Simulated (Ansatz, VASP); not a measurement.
This is a calculation of Co for Ansatz 0.2.0.

File input.yaml:

```yaml
crystal:
  lattice:
    - [2.4873648738, 0.0, 0.0]
    - [-1.2436824369, 2.1541211692, 0.0]
    - [0.0, 0.0, 4.0632895034]
  atoms:
    - { symbol: Co, position: [0.3333333333, 0.6666666667, 0.740139] }
    - { symbol: Co, position: [0.6666666667, 0.3333333333, 0.259861] }
hamiltonian:
  xc: pbesol
  pseudopotentials: { kind: paw }
magnetization:
  spin_polarized: true
  initial_magnetization: 0.0
  spin_locking: { lock_magnetization: hard }
kpoints:
  mp_grid: { grid: [10, 10, 6] }
scf:
  occupations: { method: fermi_dirac, width: 0.05 }
  lower_state_search: "off"
output:
  forces: true
  stress: true
  eigenvalues: true
```

Potentials or basis: Ansatz PAW.

Launch:

```bash
$ ansatz run input.yaml --threads 2 --pin off --max-ram 5632MiB --backend cpu --events-out ev --progress --plain --runs-dir out
```

Question: Translate it to VASP 6.6.1. Potentials there: VASP PAW PBE potentials, release 64 (Co).

Answer: As run (the cutoff follows the program's own potentials):

The input INCAR:

```
SYSTEM = Co
PREC     = Accurate       ! precision mode
ENCUT    = 520            ! plane-wave cutoff, eV
EDIFF    = 1E-7           ! SCF threshold, eV
ISMEAR   = -1             ! smearing method
SIGMA    = 0.05           ! smearing width, eV
LREAL    = .False.        ! projectors in reciprocal space
LASPH    = .True.         ! aspherical terms in the spheres
NELM     = 150            ! most SCF steps
ALGO     = Normal         ! electronic algorithm
ISIF     = 2              ! what is computed and relaxed
LWAVE    = .False.        ! write WAVECAR
LCHARG   = .False.        ! write CHGCAR
ISPIN    = 2              ! spin polarisation
MAGMOM   = 0 0            ! initial moments
LORBIT   = 11             ! projections on sites
NUPDOWN  = 0.0            ! fixed moment
LMAXMIX  = 4              ! l up to which the mixer works
GGA      = PS             ! functional
NBANDS   = 20             ! bands
```

KPOINTS

```
Automatic mesh
0
Gamma
  10 10 6
  0 0 0
```

The input POSCAR:

```
Co
1.0
    2.4873648738      0.0000000000      0.0000000000
   -1.2436824369      2.1541211692      0.0000000000
    0.0000000000      0.0000000000      4.0632895034
Co
2
Direct
    0.3333333333      0.6666666667      0.7401390000
    0.6666666667      0.3333333333      0.2598610000
```

Potentials or basis: VASP PAW PBE potentials, release 64 (Co).

Launch:

```sh
$ cat potpaw_PBE.64/Co/POTCAR > POTCAR
$ mpirun -np 1 vasp_std > vasp.out
```

Both were run:

|  | VASP | Ansatz | Ansatz less VASP |
| --- | --- | --- | --- |
| pressure (GPa) | -21.4 | -20.9 | +0.40 |
| traceless stress, the component that is largest in VASP (GPa) | -1.16 | -1.14 | +0.026 |
| rms of the force components (eV/Å) | 0.294 | 0.303 | +0.0098 |

VASP's potentials were made for PBE, not for PBEsol. Atom by atom the forces differ by 0.010 eV/Å (rms over components). VASP's potentials hold 18 valence electrons a cell and Ansatz's 34, so a difference there can come from the potentials and not from the codes.
